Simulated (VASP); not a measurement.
# Na2S (Fm-3m) in VASP: notebook

The runs below take Na2S through single point, with PBE, r2SCAN.

All numbers are computed with VASP 6.6.1; they aren't measurements. Logs are shortened: lines on timing, memory, paths and dates and some standing lists are left out, and cuts for length are marked.

**1. The cell of the first run**

It takes space group Fm-3m (No. 225, cubic). Conventional cell: a = 6.696 Å, b = 6.696 Å, c = 6.696 Å, α = 90.00°, β = 90.00°, γ = 90.00°. S (site symmetry m-3m) has 8 Na at 2.90 Å within 3.8 Å. Within 3.8 Å of Na (site symmetry -43m) lie 4 S at 2.90 Å and 6 Na at 3.35 Å.

**2. Single point, PBE (volume changed by +6%)**

The input, INCAR:

```
ALGO = Normal
EDIFF = 1E-6
ENCUT = 500
GGA = PE
GGA_COMPAT = False
ISIF = 2
ISMEAR = 0
LASPH = True
LCHARG = False
LREAL = False
LWAVE = False
NBANDS = 17
NELM = 120
PREC = Accurate
SIGMA = 0.01
```

The input, KPOINTS:

```
k-points
0
Gamma
  6 6 6
```

The input, POSCAR:

```
Na2S
1.0
    0.0000000000      3.3482374574      3.3482374574
    3.3482374574      0.0000000000      3.3482374574
    3.3482374574      3.3482374574      0.0000000000
S Na
1 2
Direct
    0.0000000000      0.0000000000      0.0000000000
    0.2500000000      0.2500000000      0.2500000000
    0.7500000000      0.7500000000      0.7500000000
```

Potentials or basis: VASP PAW PBE potentials, release 64 (S, Na_pv).

The run is started by

```sh
$ cat potpaw_PBE.64/S/POTCAR potpaw_PBE.64/Na_pv/POTCAR > POTCAR
$ mpirun -np 1 vasp_std > vasp.out
```

OUTCAR:

```text
EDIFF = 1E-6
   ENCUT = 500
   GGA = PE
   ISIF = 2
   ISMEAR = 0
   LASPH = True
   LREAL = False
   NELM = 120
   PREC = Accurate

 ion  position               nearest neighbor table
   1  0.000  0.000  0.000-
   2  0.250  0.250  0.250-
   3  0.750  0.750  0.750-

  LATTYP: Found a face centered cubic cell.
 ALAT       =     6.6964749148

  Lattice vectors:

 A1 = (   0.0000000000,   3.3482374574,   3.3482374574)
 A2 = (   3.3482374574,   0.0000000000,   3.3482374574)
 A3 = (   3.3482374574,   3.3482374574,   0.0000000000)

Analysis of symmetry for initial positions (statically):
=====================================================================
 Subroutine PRICEL returns:
 Original cell was already a primitive cell.

 Routine SETGRP: Setting up the symmetry group for a
 face centered cubic supercell.

 Subroutine GETGRP returns: Found 48 space group operations
 (whereof 48 operations were pure point group operations)
 out of a pool of 48 trial point group operations.

The static configuration has the point symmetry O_h .

Analysis of symmetry for dynamics (positions and initial velocities):
=====================================================================
 Subroutine PRICEL returns:
 Original cell was already a primitive cell.

 Routine SETGRP: Setting up the symmetry group for a
 face centered cubic supercell.

 Subroutine GETGRP returns: Found 48 space group operations
 (whereof 48 operations were pure point group operations)
 out of a pool of 48 trial point group operations.

The dynamic configuration has the point symmetry O_h .

 Subroutine INISYM returns: Found 48 space group operations
 (whereof 48 operations are pure point group operations),
 and found     1 'primitive' translations

----------------------------------------------------------------------------------------

                                     Primitive cell

  volume of cell :      75.0721

  direct lattice vectors                    reciprocal lattice vectors
     0.000000000  3.348237457  3.348237457    -0.149332300  0.149332300  0.149332300
     3.348237457  0.000000000  3.348237457     0.149332300 -0.149332300  0.149332300
     3.348237457  3.348237457  0.000000000     0.149332300  0.149332300 -0.149332300

  length of vectors
     4.735122822  4.735122822  4.735122822     0.258651131  0.258651131  0.258651131

  position of ions in fractional coordinates (direct lattice)
     0.000000000  0.000000000  0.000000000
     0.250000000  0.250000000  0.250000000
     0.750000000  0.750000000  0.750000000

  ion indices of the primitive-cell ions
   primitive index   ion index
                 1           1
                 2           2
                 3           3

----------------------------------------------------------------------------------------

 KPOINTS: k-points

Automatic generation of k-mesh.
 Grid dimensions read from file:
 generate k-points for:    6    6    6

 Generating k-lattice:

  Cartesian coordinates                     Fractional coordinates (reciprocal lattice)
    -0.024888717  0.024888717  0.024888717     0.166666667  0.000000000  0.000000000
     0.024888717 -0.024888717  0.024888717     0.000000000  0.166666667  0.000000000
     0.024888717  0.024888717 -0.024888717     0.000000000  0.000000000  0.166666667

  Length of vectors
     0.043108522  0.043108522  0.043108522

  Shift w.r.t. Gamma in fractional coordinates (k-lattice)
     0.000000000  0.000000000  0.000000000

 Subroutine IBZKPT returns following result:
 ===========================================

 Found     16 irreducible k-points:

 Following reciprocal coordinates:
            Coordinates               Weight
  0.000000  0.000000  0.000000      1.000000
  0.166667  0.000000  0.000000      8.000000
  0.333333  0.000000  0.000000      8.000000
  0.500000  0.000000  0.000000      4.000000
  0.166667  0.166667  0.000000      6.000000
  0.333333  0.166667  0.000000     24.000000
[... 8 lines left out ...]
 -0.333333  0.333333  0.166667     24.000000
 -0.333333  0.500000  0.166667     12.000000
   k-points           NKPTS =     16   k-points in BZ     NKDIM =     16   number of bands    NBANDS=     17
   number of dos      NEDOS =    301   number of ions     NIONS =      3
   total plane-waves  NPLWV =  46656
   dimension x,y,z NGX =    36 NGY =   36 NGZ =   36
   dimension x,y,z NGXF=    72 NGYF=   72 NGZF=   72
   ions per type =               1   2
   NGX,Y,Z   is equivalent  to a cutoff of  12.64, 12.64, 12.64 a.u.
   NGXF,Y,Z  is equivalent  to a cutoff of  25.28, 25.28, 25.28 a.u.
 SYSTEM =  unknown system
   PREC   = accura    normal or accurate (medium, high low for compatibility)
   ISTART =      0    job   : 0-new  1-cont  2-samecut
   ICHARG =      2    charge: 1-file 2-atom 10-const
   ISPIN  =      1    spin polarized calculation?
   LNONCOLLINEAR =      F non collinear calculations
   LSORBIT =      F    spin-orbit coupling
   LASPH  =      T    aspherical Exc in radial PAW
   ENCUT  =  500.0 eV  36.75 Ry    6.06 a.u.   8.63  8.63  8.63*2*pi/ulx,y,z
   NELM   =    120;   NELMIN=  2; NELMDL= -5     # of ELM steps
   EDIFF  = 0.1E-05   stopping-criterion for ELM
   LREAL  =      F    real-space projection
   EDIFFG = 0.1E-04   stopping-criterion for IOM
   NSW    =      0    number of steps for IOM
   IBRION =     -1    ionic relax: 0-MD 1-quasi-New 2-CG
   NFREE  =      0    steps in history (QN), initial steepest desc. (CG)
   ISIF   =      2    stress and relaxation
   ISYM   =      2    0-nonsym 1-usesym 2-fastsym
   POTIM  = 0.5000    time-step for ionic-motion
   TEBEG  =    0.0;   TEEND  =   0.0 temperature during run
   PSTRESS=    0.0 pullay stress
   NELECT =      20.0000    total number of electrons
   NUPDOWN=      -1.0000    fix difference up-down
   EMIN   =  10.00;   EMAX   =-10.00  energy-range for DOS
   EFERMI =   0.00;   METHOD = LEGACY
   ISMEAR =     0;   SIGMA  =   0.01  broadening in eV -4-tet -1-fermi 0-gaus
   EFERMI_NEDOS =   21; number of points for ismear=-14 and -15
   IALGO  =     38    algorithm
   IMIX   =      4    mixing-type and parameters
     AMIX     =   0.40;   BMIX     =  1.00
     AMIX_MAG =   1.60;   BMIX_MAG =  1.00
  volume/ion in A,a.u.               =      25.02       168.87
  Fermi-wavevector in a.u.,A,eV,Ry     =   1.053397  1.990631 15.097629  1.109644
  Thomas-Fermi vector in A             =   2.188517
   LORBIT       =      0    0 simple, 1 ext, 2 COOP (PROOUT), +10 PAW based schemes
   GGA     = PE    functional components
   LHFCALC =     F    Hartree Fock is set to
   AEXX    =    0.0000 exact exchange contribution
   IVDW    =     0    specifies the selected vdW correction
   LEPSILON=     F    determine dielectric tensor
   LRPA    =     F    only Hartree local field effects (RPA)
 non-spin polarized calculation
 Gauss-broadening in eV      SIGMA  =   0.01
  energy-cutoff  :      500.00
  volume of cell :       75.07
 maximum number of plane-waves:      1932
 NGX is ok and might be reduce to    36
   NGX = 17   NGY = 17   NGZ = 17

 number of electron      20.0000016 magnetization

 Free energy of the ion-electron system (eV)
  ---------------------------------------------------
  ext. energy  EPLUGINS =         0.00000000
  ---------------------------------------------------
  free energy    TOTEN  =        -9.95689243 eV

  energy without entropy =       -9.95689243  energy(sigma->0) =       -9.95689243

 E-fermi :  -0.0469     XC(G=0):  -7.5632

 val. band max:       -0.0957642467   @ k =   0.0000   0.0000   0.0000
 cond. band min:       2.1659344383   @ k =   0.0000   0.0000   0.0000
 fundamental gap:      2.2616986849
 Fermi energy:        -0.0469300602

 k-point     1 :       0.0000    0.0000    0.0000
  band No.  band energies     occupation
      1     -22.4951      2.00000
      2     -22.4951      2.00000
      3     -22.4951      2.00000
      4     -22.4524      2.00000
      5     -22.4524      2.00000
      6     -22.4524      2.00000
[... 9 lines left out ...]
     16       9.0908      0.00000
     17      10.7352      0.00000

 k-point     2 :       0.1667    0.0000    0.0000
  band No.  band energies     occupation
      1     -22.4931      2.00000
      2     -22.4924      2.00000
      3     -22.4924      2.00000
      4     -22.4565      2.00000
      5     -22.4554      2.00000
      6     -22.4554      2.00000
[... 9 lines left out ...]
     16       8.6137      0.00000
     17      10.1048      0.00000

 k-point     3 :       0.3333    0.0000    0.0000
  band No.  band energies     occupation
      1     -22.4874      2.00000
      2     -22.4849      2.00000
      3     -22.4849      2.00000
      4     -22.4665      2.00000
      5     -22.4635      2.00000
      6     -22.4635      2.00000
[... 9 lines left out ...]
     16       9.3879      0.00000
     17       9.8542      0.00000

 k-point     4 :       0.5000    0.0000    0.0000
  band No.  band energies     occupation
      1     -22.4798      2.00000
      2     -22.4762      2.00000
      3     -22.4749      2.00000
      4     -22.4749      2.00000
      5     -22.4738      2.00000
      6     -22.4738      2.00000
[... 9 lines left out ...]
     16      11.0547      0.00000
     17      11.0551      0.00000
[... 183 lines left out ...]
      1     -22.5040      2.00000
      2     -22.4962      2.00000
      3     -22.4874      2.00000
      4     -22.4627      2.00000
      5     -22.4566      2.00000
      6     -22.4469      2.00000
[... 9 lines left out ...]
     16      10.5409      0.00000
     17      11.5993      0.00000

 k-point    15 :      -0.3333    0.3333    0.1667
  band No.  band energies     occupation
      1     -22.5058      2.00000
      2     -22.5026      2.00000
      3     -22.4753      2.00000
      4     -22.4752      2.00000
      5     -22.4487      2.00000
      6     -22.4481      2.00000
[... 9 lines left out ...]
     16      10.0962      0.00000
     17      11.5555      0.00000

 k-point    16 :      -0.3333    0.5000    0.1667
  band No.  band energies     occupation
      1     -22.5118      2.00000
      2     -22.5057      2.00000
      3     -22.4893      2.00000
      4     -22.4610      2.00000
      5     -22.4456      2.00000
      6     -22.4430      2.00000
[... 9 lines left out ...]
     16      10.6704      0.00000
     17      11.3831      0.00000

------------------------ aborting loop because EDIFF is reached ----------------------------------------

  FORCE on cell =-STRESS in cart. coord.  units (eV):
  Direction    XX          YY          ZZ          XY          YZ          ZX
  --------------------------------------------------------------------------------------
  -------------------------------------------------------------------------------------
  Total       -0.6863891     -0.6863891     -0.6863891      0.0000000      0.0000000      0.0000000
  in kB      -14.6488054    -14.6488054    -14.6488054      0.0000000      0.0000000      0.0000000
  external PRESSURE =     -14.6488054 kB  Pullay stress =       0.0000000 kB

 VOLUME and BASIS-vectors are now :
 -----------------------------------------------------------------------------
  energy-cutoff  :      500.00
  volume of cell :       75.07
      direct lattice vectors                 reciprocal lattice vectors
     0.000000000  3.348237457  3.348237457    -0.149332300  0.149332300  0.149332300
     3.348237457  0.000000000  3.348237457     0.149332300 -0.149332300  0.149332300
     3.348237457  3.348237457  0.000000000     0.149332300  0.149332300 -0.149332300

 POSITION                                       TOTAL-FORCE (eV/Angst)
 -----------------------------------------------------------------------------------
      0.00000      0.00000      0.00000         0.000000      0.000000      0.000000
      1.67412      1.67412      1.67412         0.000000      0.000000      0.000000
      5.02236      5.02236      5.02236        -0.000000     -0.000000     -0.000000
 -----------------------------------------------------------------------------------
    total drift:                                0.000000      0.000000      0.000000

  FREE ENERGIE OF THE ION-ELECTRON SYSTEM (eV)
  ---------------------------------------------------
  free  energy   TOTEN  =        -9.9568924349 eV

  energy  without entropy=       -9.9568924349  energy(sigma->0) =       -9.95689243
```

It took 8 s on 1 thread of Intel Xeon 6975P-C (Granite Rapids), shared host; peak memory 0.19 GiB.

What came out:

| Quantity | Value |
| --- | --- |
| Free energy | -9.9569 eV |
| Pressure | -1.5 GPa |
| Band gap on the k mesh | 2.26 eV, direct |

Levels at points of the mesh, in eV from the valence-band top:
```tsv
k point	band 6	band 7	band 8	band 9	band 10	band 11	band 12	band 13	band 14	band 15
(0.00, 0.00, 0.00)	-22.36	-10.05	0.00	0.00	0.00	2.26	7.50	7.50	7.50	9.19
(0.50, 0.00, 0.00)	-22.38	-9.85	-1.53	-0.13	-0.13	4.50	6.16	6.99	6.99	10.59
(0.50, 0.50, 0.00)	-22.35	-9.79	-1.37	-0.43	-0.43	3.80	5.78	7.90	9.31	9.31
```

Caveat: the cell differs from its parent crystal (volume changed by +6%).

**3. Single point, PBE**

This run uses another cell than the first one, of 23.00 Å³/atom, 0.919 times its volume.

The input, INCAR:

```
SYSTEM = Na2S
  ALGO = Normal
  EDIFF = 1E-6
  ENCUT = 500
  GGA = PE
  GGA_COMPAT = .FALSE.
  ISIF = 2
  ISMEAR = 0
  LASPH = .TRUE.
  LCHARG = .FALSE.
  LREAL = .FALSE.
  LWAVE = .FALSE.
  NBANDS = 17
  NELM = 120
  PREC = Accurate
  SIGMA = 0.01
```

The input, KPOINTS:

```
k-points
0
G
  8 8 8
  0 0 0
```

The input, POSCAR:

```
Na2S
1.0
    0.0000000000      3.2554324613      3.2554324613
    3.2554324613      0.0000000000      3.2554324613
    3.2554324613      3.2554324613      0.0000000000
S Na
1 2
Direct
    0.0000000000      0.0000000000      0.0000000000
    0.2500000000      0.2500000000      0.2500000000
    0.7500000000      0.7500000000      0.7500000000
```

Potentials or basis: VASP PAW PBE potentials, release 64 (S, Na_pv).

The run is started by

```sh
$ cat potpaw_PBE.64/S/POTCAR potpaw_PBE.64/Na_pv/POTCAR > POTCAR
$ mpirun -np 1 vasp_std > vasp.out
```

It took 13 s on 1 thread of Intel Xeon 6975P-C (Granite Rapids), shared host; peak memory 0.2 GiB.

Results (log left out):

- Free energy: -9.9713 eV
- Pressure: 0.8 GPa
- Band gap on the k mesh: 2.53 eV, direct

Levels at points of the mesh, in eV from the valence-band top:
```tsv
k point	band 6	band 7	band 8	band 9	band 10	band 11	band 12	band 13	band 14	band 15
(0.00, 0.00, 0.00)	-22.16	-10.16	0.00	0.00	0.00	2.53	7.79	7.79	7.79	9.39
(0.50, 0.00, 0.00)	-22.18	-9.91	-1.66	-0.13	-0.13	4.85	6.51	7.18	7.18	11.30
(0.50, 0.50, 0.00)	-22.14	-9.83	-1.49	-0.46	-0.46	3.85	6.05	8.57	9.86	9.86
```

A k mesh can miss the band edges. As with any semilocal functional, this PBE gap is likely too small.

**4. Single point, r2SCAN (volume changed by -6%)**

The input, POSCAR:

```
Na2S
1.0
    0.0000000000      3.1889764170      3.1889764170
    3.1889764170      0.0000000000      3.1889764170
    3.1889764170      3.1889764170      0.0000000000
S Na
1 2
Direct
    0.0000000000      0.0000000000      0.0000000000
    0.2500000000      0.2500000000      0.2500000000
    0.7500000000      0.7500000000      0.7500000000
```

The input, INCAR.step1:

```
SYSTEM = Na2S
PREC = Accurate
ENCUT = 550
ISMEAR = 0
SIGMA = 0.01
LREAL = .FALSE.
LASPH = .TRUE.
NELM = 120
NBANDS = 17
GGA = PE
ALGO = Normal
EDIFF = 1E-5
LWAVE = .TRUE.
LCHARG = .FALSE.
GGA_COMPAT = .FALSE.
```

The input, INCAR.step2:

```
SYSTEM = Na2S
PREC = Accurate
ENCUT = 550
EDIFF = 1E-6
ISMEAR = 0
SIGMA = 0.01
LREAL = .FALSE.
LASPH = .TRUE.
NELM = 120
ALGO = Normal
ISIF = 2
LWAVE = .FALSE.
LCHARG = .FALSE.
METAGGA = R2SCAN
LMIXTAU = .TRUE.
NBANDS = 17
ISTART = 1
GGA_COMPAT = .FALSE.
```

The input, KPOINTS:

```
regular mesh
0
G
  6 6 6
  0 0 0
```

The run is started by

```sh
$ cat potpaw_PBE.64/S/POTCAR potpaw_PBE.64/Na_pv/POTCAR > POTCAR
$ cp INCAR.step1 INCAR
$ mpirun -np 1 vasp_std > vasp.out
$ cp INCAR.step2 INCAR
$ mpirun -np 1 vasp_std > vasp.out
```

Run time: 32 s. Hardware: 1 thread of Intel Xeon 6975P-C (Granite Rapids), shared host; peak memory 0.2 GiB.

It converged, with:

* Free energy: -18.9442 eV
* Pressure: 2.0 GPa
* Band gap on the k mesh: 3.34 eV, direct

Levels at points of the mesh, in eV from the valence-band top:
| k point | band 8 | band 9 | band 10 | band 11 | band 12 | band 13 |
| --- | --- | --- | --- | --- | --- | --- |
| (0.00, 0.00, 0.00) | 0.00 | 0.00 | 0.00 | 3.34 | 8.69 | 8.69 |
| (0.50, 0.00, 0.00) | -1.73 | -0.13 | -0.13 | 5.84 | 7.25 | 7.84 |
| (0.50, 0.50, 0.00) | -1.53 | -0.47 | -0.47 | 4.23 | 6.97 | 9.97 |

Caveat: the cell differs from its parent crystal (volume changed by -6%); the PAW data sets were made with another functional, which shifts forces and pressure a little.

[end of part 1 of 2]
